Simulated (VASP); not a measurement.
# H2W6NO12 in VASP: single point with PBE

Aim: the single point of H2W6NO12 with PBE.

Program: VASP 6.6.1. These are calculated values, not measurements. Logs are shortened: lines on timing, memory, paths and dates and some standing lists are left out, and cuts for length are marked.

## Step 1: The cell of the first run

The cell holds a slab with vacuum, 21 atoms: a = 5.807 Å, b = 7.522 Å, c = 16.612 Å, α = 90.00°, β = 90.00°, γ = 107.57°.

## Step 2: Single point, PBE, collinear spin, ferromagnetic start

INCAR

```
SYSTEM = H2W6NO12
PREC = Accurate
ENCUT = 520
EDIFF = 1E-6
ISMEAR = 0
SIGMA = 0.05
LREAL = .False.
LASPH = .True.
NELM = 200
ALGO = Normal
ISIF = 2
LWAVE = .False.
LCHARG = .True.
ISPIN = 2
MAGMOM = 0 0 0 0 0 0 0 0 0 0 0 0 0 0 0 0 0 0 1 0 0
LORBIT = 11
LMAXMIX = 4
GGA = PE
LELF = .True.
LVHAR = .True.
NBANDS = 102
GGA_COMPAT = .False.
NELMDL = -8
```

KPOINTS

```
Automatic mesh
0
Gamma
  2 2 1
  0 0 0
```

POSCAR

```
H2W6NO12
1.0
    5.8066540000      0.0000000000      0.0000000000
   -2.2711170000      7.1707980000      0.0000000000
    0.0000000000      0.0000000000     16.6116650000
W O N H
6 12 1 2
Direct
    0.7365181497      0.1773445443      0.1008979709
    0.6677217702      0.5018281083      0.1539212844
    0.0450519251      0.3810927775      0.1957489556
    0.1261151281      0.9078467957      0.1700787943
    0.4613870253      0.6976410169      0.2927442057
    0.5610551459      0.2429398324      0.2612384598
    0.3799165202      0.9658052842      0.1043239612
    0.8808317950      0.9588456472      0.1135238079
    0.0636500000      0.3122501000      0.0792578000
    0.5823680000      0.3552309000      0.0601987000
    0.8468296719      0.2173659366      0.2930182114
    0.1958215003      0.1593513867      0.2167647524
    0.3811133863      0.5588631337      0.1733613030
    1.0107869348      0.6291390155      0.1423673216
    0.1415785895      0.5510090849      0.2948703137
    0.5144630164      0.4335802546      0.3220072571
    0.7642516221      0.7415777609      0.2401783581
    0.3863649461      0.9302962474      0.2655905458
    0.5421078729      0.7824357500      0.4020401264
    0.5339382398      0.9053380675      0.4257859875
    0.6062346926      0.7076932628      0.4427389590
```

Potentials or basis: VASP PAW PBE potentials, release 64 (W_sv, O, N, H).

The run is started by

```
cat potpaw_PBE.64/W_sv/POTCAR potpaw_PBE.64/O/POTCAR potpaw_PBE.64/N/POTCAR potpaw_PBE.64/H/POTCAR > POTCAR
mpirun -np 1 vasp_std > vasp.out
```

OUTCAR:

```text
SYSTEM = H2W6NO12
   PREC = Accurate
   ENCUT = 520
   EDIFF = 1E-6
   ISMEAR = 0
   LREAL = .False.
   LASPH = .True.
   NELM = 200
   ISIF = 2
   ISPIN = 2
   LORBIT = 11
   GGA = PE
   NELMDL = -8

 ion  position               nearest neighbor table
   1  0.737  0.177  0.101-   9 1.90  10 1.94   8 2.07   7 2.20   3 2.53   2 2.74   6 2.95
   2  0.668  0.502  0.154-  13 1.87  10 1.89  14 1.94  17 2.24   6 2.57   3 2.70   1 2.74   5 3.16
                             4 3.40
   3  0.045  0.381  0.196-   9 2.01  13 2.04  15 2.06  14 2.13  12 2.13  11 2.14   1 2.53   2 2.70
                             6 2.90   5 3.26
   4  0.126  0.908  0.170-   7 1.78   8 1.84  12 1.97  14 2.05  18 2.16  17 2.40   6 3.34   2 3.40

   5  0.461  0.698  0.293-  15 1.85  17 1.90  19 1.93  18 1.98  16 2.16  13 2.22   2 3.16   3 3.26

   6  0.561  0.243  0.261-  11 1.81  16 1.84  12 2.15  18 2.26   2 2.57   3 2.90   1 2.95   4 3.34

   7  0.380  0.966  0.104-   4 1.78   1 2.20
   8  0.881  0.959  0.114-   4 1.84   1 2.07
   9  0.064  0.312  0.079-   1 1.90   3 2.01
  10  0.582  0.355  0.060-   2 1.89   1 1.94
  11  0.847  0.217  0.293-   6 1.81   3 2.14
  12  0.196  0.159  0.217-   4 1.97   3 2.13   6 2.15
  13  0.381  0.559  0.173-   2 1.87   3 2.04   5 2.22
  14  0.011  0.629  0.142-   2 1.94   4 2.05   3 2.13
  15  0.142  0.551  0.295-   5 1.85   3 2.06
  16  0.514  0.434  0.322-   6 1.84   5 2.16
  17  0.764  0.742  0.240-   5 1.90   2 2.24   4 2.40
  18  0.386  0.930  0.266-   5 1.98   4 2.16   6 2.26
  19  0.542  0.782  0.402-  21 1.02  20 1.02   5 1.93
  20  0.534  0.905  0.426-  19 1.02
  21  0.606  0.708  0.443-  19 1.02

  LATTYP: Found a simple monoclinic cell.
 ALAT       =     5.8066540000
 B/A-ratio  =     2.8607981464
 C/A-ratio  =     1.2953855893
 COS(beta)  =    -0.3019357225

  Lattice vectors:

 A1 = (   5.8066540000,   0.0000000000,   0.0000000000)
 A2 = (   0.0000000000,   0.0000000000, -16.6116650000)
 A3 = (  -2.2711170000,   7.1707980000,   0.0000000000)

Analysis of symmetry for initial positions (statically):
=====================================================================
 Subroutine PRICEL returns:
 Original cell was already a primitive cell.

 Routine SETGRP: Setting up the symmetry group for a
 simple monoclinic supercell.

 Subroutine GETGRP returns: Found  1 space group operations
 (whereof  1 operations were pure point group operations)
 out of a pool of  4 trial point group operations.

The static configuration has the point symmetry C_1 .

Analysis of symmetry for dynamics (positions and initial velocities):
=====================================================================
 Subroutine PRICEL returns:
 Original cell was already a primitive cell.

 Routine SETGRP: Setting up the symmetry group for a
 simple monoclinic supercell.

 Subroutine GETGRP returns: Found  1 space group operations
 (whereof  1 operations were pure point group operations)
 out of a pool of  4 trial point group operations.

The dynamic configuration has the point symmetry C_1 .

Analysis of structural, dynamic, and magnetic symmetry:
=====================================================================
 Subroutine PRICEL returns:
 Original cell was already a primitive cell.

 Routine SETGRP: Setting up the symmetry group for a
 simple monoclinic supercell.

 Subroutine GETGRP returns: Found  1 space group operations
 (whereof  1 operations were pure point group operations)
 out of a pool of  4 trial point group operations.

The overall configuration has the point symmetry C_1 .

 Subroutine INISYM returns: Found  1 space group operations
 (whereof  1 operations are pure point group operations),
 and found     1 'primitive' translations

----------------------------------------------------------------------------------------

                                     Primitive cell

  volume of cell :     691.6822

  direct lattice vectors                    reciprocal lattice vectors
     5.806654000  0.000000000  0.000000000     0.172216220  0.054543885  0.000000000
    -2.271117000  7.170798000  0.000000000     0.000000000  0.139454493  0.000000000
     0.000000000  0.000000000 16.611665000     0.000000000  0.000000000  0.060198662

  length of vectors
     5.806654000  7.521855914 16.611665000     0.180647341  0.139454493  0.060198662

  position of ions in fractional coordinates (direct lattice)
     0.736518150  0.177344544  0.100897971
     0.667721770  0.501828108  0.153921284
     0.045051925  0.381092778  0.195748956
     0.126115128  0.907846796  0.170078794
     0.461387025  0.697641017  0.292744206
     0.561055146  0.242939832  0.261238460
[... 13 lines left out ...]
     0.533938240  0.905338067  0.425785987
     0.606234693  0.707693263  0.442738959

  ion indices of the primitive-cell ions
   primitive index   ion index
                 1           1
                 2           2
                 3           3
                 4           4
                 5           5
                 6           6
[... 13 lines left out ...]
                20          20
                21          21

----------------------------------------------------------------------------------------

 KPOINTS: Automatic mesh

Automatic generation of k-mesh.
 Grid dimensions read from file:
 generate k-points for:    2    2    1

 Generating k-lattice:

  Cartesian coordinates                     Fractional coordinates (reciprocal lattice)
     0.086108110  0.027271943  0.000000000     0.500000000  0.000000000  0.000000000
     0.000000000  0.069727247  0.000000000     0.000000000  0.500000000  0.000000000
     0.000000000  0.000000000  0.060198662     0.000000000  0.000000000  1.000000000

  Length of vectors
     0.090323670  0.069727247  0.060198662

  Shift w.r.t. Gamma in fractional coordinates (k-lattice)
     0.000000000  0.000000000  0.000000000

 Subroutine IBZKPT returns following result:
 ===========================================

 Found      4 irreducible k-points:

 Following reciprocal coordinates:
            Coordinates               Weight
  0.000000  0.000000  0.000000      1.000000
  0.500000  0.000000  0.000000      1.000000
  0.000000  0.500000  0.000000      1.000000
  0.500000  0.500000  0.000000      1.000000
   k-points           NKPTS =      4   k-points in BZ     NKDIM =      4   number of bands    NBANDS=    102
   number of dos      NEDOS =    301   number of ions     NIONS =     21
   total plane-waves  NPLWV = 338688
   dimension x,y,z NGX =    48 NGY =   56 NGZ =  126
   dimension x,y,z NGXF=    96 NGYF=  112 NGZF=  252
   ions per type =               6  12   1   2
   NGX,Y,Z   is equivalent  to a cutoff of  13.74, 12.38, 12.61 a.u.
   NGXF,Y,Z  is equivalent  to a cutoff of  27.49, 24.75, 25.22 a.u.
 SYSTEM =  H2W6NO12
   PREC   = accura    normal or accurate (medium, high low for compatibility)
   ISTART =      0    job   : 0-new  1-cont  2-samecut
   ICHARG =      2    charge: 1-file 2-atom 10-const
   ISPIN  =      2    spin polarized calculation?
   LNONCOLLINEAR =      F non collinear calculations
   LSORBIT =      F    spin-orbit coupling
   LASPH  =      T    aspherical Exc in radial PAW
   ENCUT  =  520.0 eV  38.22 Ry    6.18 a.u.  10.80 13.99 30.89*2*pi/ulx,y,z
   NELM   =    200;   NELMIN=  2; NELMDL= -8     # of ELM steps
   EDIFF  = 0.1E-05   stopping-criterion for ELM
   LREAL  =      F    real-space projection
[... 7 lines left out ...]
   TEBEG  =    0.0;   TEEND  =   0.0 temperature during run
   PSTRESS=    0.0 pullay stress
   NELECT =     163.0000    total number of electrons
   NUPDOWN=      -1.0000    fix difference up-down
   EMIN   =  10.00;   EMAX   =-10.00  energy-range for DOS
   EFERMI =   0.00;   METHOD = LEGACY
   ISMEAR =     0;   SIGMA  =   0.05  broadening in eV -4-tet -1-fermi 0-gaus
   EFERMI_NEDOS =   21; number of points for ismear=-14 and -15
   IALGO  =     38    algorithm
   IMIX   =      4    mixing-type and parameters
     AMIX     =   0.40;   BMIX     =  1.00
     AMIX_MAG =   1.60;   BMIX_MAG =  1.00
  volume/ion in A,a.u.               =      32.94       222.27
  Fermi-wavevector in a.u.,A,eV,Ry     =   1.011196  1.910883 13.912182  1.022517
  Thomas-Fermi vector in A             =   2.144231
   LORBIT       =     11    0 simple, 1 ext, 2 COOP (PROOUT), +10 PAW based schemes
   GGA     = PE    functional components
   LHFCALC =     F    Hartree Fock is set to
   AEXX    =    0.0000 exact exchange contribution
   IVDW    =     0    specifies the selected vdW correction
   LEPSILON=     F    determine dielectric tensor
   LRPA    =     F    only Hartree local field effects (RPA)
 spin polarized calculation
 Gauss-broadening in eV      SIGMA  =   0.05
  energy-cutoff  :      520.00
  volume of cell :      691.68
 maximum number of plane-waves:     18656
 NGX is ok and might be reduce to    48
   NGX = 21   NGY = 27   NGZ = 61

 number of electron     163.0000002 magnetization      -0.0000980

 number of electron     163.0000002 magnetization       0.0000373

 Free energy of the ion-electron system (eV)
  ---------------------------------------------------
  ext. energy  EPLUGINS =         0.00000000
  ---------------------------------------------------
  free energy    TOTEN  =      -182.15772899 eV

  energy without entropy =     -182.15624202  energy(sigma->0) =     -182.15698551

 E-fermi :  -0.9965     XC(G=0):  -4.6029

 val. band max:       -1.0755022193   @ k =   0.0000   0.5000   0.0000
 cond. band min:      -0.9209112862   @ k =   0.5000   0.0000   0.0000
 fundamental gap:      0.1545909331
 Fermi energy:        -0.9964879203

 spin component 1

 k-point     1 :       0.0000    0.0000    0.0000
  band No.  band energies     occupation
      1     -77.6670      1.00000
      2     -77.1246      1.00000
      3     -76.3814      1.00000
      4     -76.3061      1.00000
      5     -76.2225      1.00000
      6     -75.7716      1.00000
[... 373 lines left out ...]
     92       1.2401      0.00000
     93       1.4206      0.00000
 Fermi energy:        -0.9964879203

 spin component 2

 k-point     1 :       0.0000    0.0000    0.0000
  band No.  band energies     occupation
      1     -77.6670      1.00000
      2     -77.1246      1.00000
      3     -76.3814      1.00000
      4     -76.3061      1.00000
      5     -76.2225      1.00000
      6     -75.7716      1.00000
[... 373 lines left out ...]
     92       1.2401      0.00000
     93       1.4206      0.00000
 [bands above 93 left out]

------------------------ aborting loop because EDIFF is reached ----------------------------------------

  FORCE on cell =-STRESS in cart. coord.  units (eV):
  Direction    XX          YY          ZZ          XY          YZ          ZX
  --------------------------------------------------------------------------------------
  -------------------------------------------------------------------------------------
  Total        5.1723129     -8.9919777      1.8877513     -1.5590879      0.4411314     -0.4011434
  in kB       11.9808814    -20.8285578      4.3726906     -3.6113917      1.0218142     -0.9291881
  external PRESSURE =      -1.4916619 kB  Pullay stress =       0.0000000 kB

 VOLUME and BASIS-vectors are now :
 -----------------------------------------------------------------------------
  energy-cutoff  :      520.00
  volume of cell :      691.68
      direct lattice vectors                 reciprocal lattice vectors
     5.806654000  0.000000000  0.000000000     0.172216220  0.054543885  0.000000000
    -2.271117000  7.170798000  0.000000000     0.000000000  0.139454493  0.000000000
     0.000000000  0.000000000 16.611665000     0.000000000  0.000000000  0.060198662

 POSITION                                       TOTAL-FORCE (eV/Angst)
 -----------------------------------------------------------------------------------
      3.87394      1.27170      1.67608        -0.043034     -0.465463      0.063322
      2.73752      3.59851      2.55689         0.156457     -0.006783     -0.030947
     -0.60391      2.73274      3.25172        -0.127175     -0.179667      0.006095
     -1.32952      6.50999      2.82529        -0.070441     -0.225900      0.220129
      1.09469      5.00264      4.86297        -0.041030      0.022468     -0.095471
      2.70611      1.74207      4.33961        -0.178470     -0.285670     -0.357512
[... 13 lines left out ...]
      1.04427      6.49200      7.07301         0.016576     -0.013757     -0.024747
      1.91294      5.07473      7.35463        -0.011372     -0.004541     -0.007241
 -----------------------------------------------------------------------------------
    total drift:                               -0.000178      0.000601      0.000071

  FREE ENERGIE OF THE ION-ELECTRON SYSTEM (eV)
  ---------------------------------------------------
  free  energy   TOTEN  =      -182.1577289949 eV

  energy  without entropy=     -182.1562420248  energy(sigma->0) =     -182.15698551

 total charge

# of ion       s       p       d       tot
------------------------------------------
    1        2.371   6.298   3.368  12.037
    2        2.407   6.390   3.371  12.168
    3        2.327   6.371   3.219  11.917
    4        2.370   6.404   3.133  11.908
    5        2.379   6.440   3.101  11.919
    6        2.402   6.369   3.300  12.071
[... 13 lines left out ...]
   20        0.630   0.083   0.000   0.713
   21        0.629   0.084   0.000   0.713
--------------------------------------------------
tot         35.649  82.589  19.493 137.731

 magnetization (x)

# of ion       s       p       d       tot
------------------------------------------
    1        0.000   0.000   0.000   0.000
    2        0.000  -0.000   0.000   0.000
    3       -0.000   0.000  -0.000  -0.000
    4        0.000   0.000  -0.000  -0.000
    5       -0.000   0.000   0.000   0.000
    6       -0.000   0.000  -0.000  -0.000
[... 13 lines left out ...]
   20       -0.000   0.000   0.000  -0.000
   21       -0.000   0.000   0.000  -0.000
--------------------------------------------------
tot         -0.000  -0.000   0.000  -0.000
```

Run time: 19 min. Hardware: 1 thread of Intel Xeon 6975P-C (Granite Rapids), shared host; peak memory 1.2 GiB.

Results:

| Item | Value |
| --- | --- |
| Free energy | -182.1577 eV |
| Largest force | 1.086 eV/Å |
| Net moment | 0.00 μB per cell |
| Valence electrons inside the program's atomic spheres | W 12.04, 12.17, 11.92, 11.91, 12.07 (each value once); O 5.02, 5.04, 4.99, 5.01, 5.00, 5.05, 5.10, 5.06, 5.03 (each value once); N 3.92; H 0.71 |

Forces in eV/Å, atoms in the order of the input:
```
W   -0.043 -0.465  0.063
W    0.156 -0.007 -0.031
W   -0.127 -0.180  0.006
W   -0.070 -0.226  0.220
W   -0.041  0.022 -0.095
W   -0.178 -0.286 -0.358
O    0.249  0.113 -0.267
O   -0.293  0.117 -0.120
O   -0.446 -0.252  0.409
O    0.531  0.460 -0.828
O    0.330 -0.032  0.182
O    0.028  0.075  0.115
O   -0.163  0.189  0.171
O    0.133  0.036 -0.024
O   -0.175  0.016  0.116
O   -0.158  0.402  0.259
O    0.084  0.068 -0.035
O    0.169 -0.067  0.162
N    0.010  0.035  0.088
H    0.017 -0.014 -0.025
H   -0.011 -0.005 -0.007
```

Levels at points of the mesh, in eV from the Fermi level:
Spin up:
```
           k point  band 77  band 78  band 79  band 80  band 81  band 82  band 83  band 84  band 85  band 86
(0.00, 0.00, 0.00)    -2.28    -1.79    -1.37    -0.81    -0.45    -0.10     0.45     0.55     0.91     0.93
(0.50, 0.00, 0.00)    -2.32    -1.81    -1.39    -0.84    -0.51     0.08     0.58     0.68     1.08     1.28
(0.00, 0.50, 0.00)    -2.26    -1.88    -1.51    -0.58    -0.43    -0.08     0.37     0.70     0.93     1.13
(0.50, 0.50, 0.00)    -2.35    -1.76    -1.31    -0.82    -0.47     0.17     0.54     0.81     0.98     1.15
```
Spin down:
| k point | band 78 | band 79 | band 80 | band 81 | band 82 | band 83 | band 84 | band 85 |
| --- | --- | --- | --- | --- | --- | --- | --- | --- |
| (0.00, 0.00, 0.00) | -1.79 | -1.37 | -0.81 | -0.45 | -0.10 | 0.45 | 0.55 | 0.91 |
| (0.50, 0.00, 0.00) | -1.81 | -1.39 | -0.84 | -0.51 | 0.08 | 0.58 | 0.68 | 1.08 |
| (0.00, 0.50, 0.00) | -1.88 | -1.51 | -0.58 | -0.43 | -0.08 | 0.37 | 0.70 | 0.93 |
| (0.50, 0.50, 0.00) | -1.76 | -1.31 | -0.82 | -0.47 | 0.17 | 0.54 | 0.81 | 0.98 |

Caveat: the k points lie up to 0.57 Å⁻¹ apart; there is no dipole correction, which matters where the two faces differ; spin-orbit coupling is left out, which moves the levels of the heavy elements.
